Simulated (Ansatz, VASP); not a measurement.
Br in VASP and in Ansatz

```
Br
1.0
     3.80385    0.00000    0.00000
    -1.90192    3.29423    0.00000
     0.00000    0.00000    8.33932
Br
4
Cartesian
  0.0000 0.0000 0.0000
  0.0000 0.0000 4.1697
  0.0000 2.1962 6.2545
  1.9019 1.0981 2.0848
```

Alike in both runs: functional PBEsol; k mesh 6 × 6 × 2; occupations gaussian, width 0.1 eV; no spin polarisation.

Ansatz relaxed the structure, and its values are those at the end. VASP's run is a single point on that final structure, the one shown.

```csv
,VASP,Ansatz
version,VASP 6.6.1,Ansatz 0.2.0
potentials or method,"VASP PAW PBE potentials, release 64 (Br), cutoff 520 eV","scalar-relativistic, plane waves, PAW"
valence electrons in the cell,28,28
```

```tsv
	VASP	Ansatz	Ansatz less VASP
gap on the k mesh at the Fermi level (eV)	none	none	-
pressure (GPa)	0.2	0.1	-0.03
```

VASP's potentials were made for PBE, not for PBEsol. A gap of «none» marks a metal or a gap that the smearing closes.

The k mesh is coarse, so the values compare programs but aren't converged.
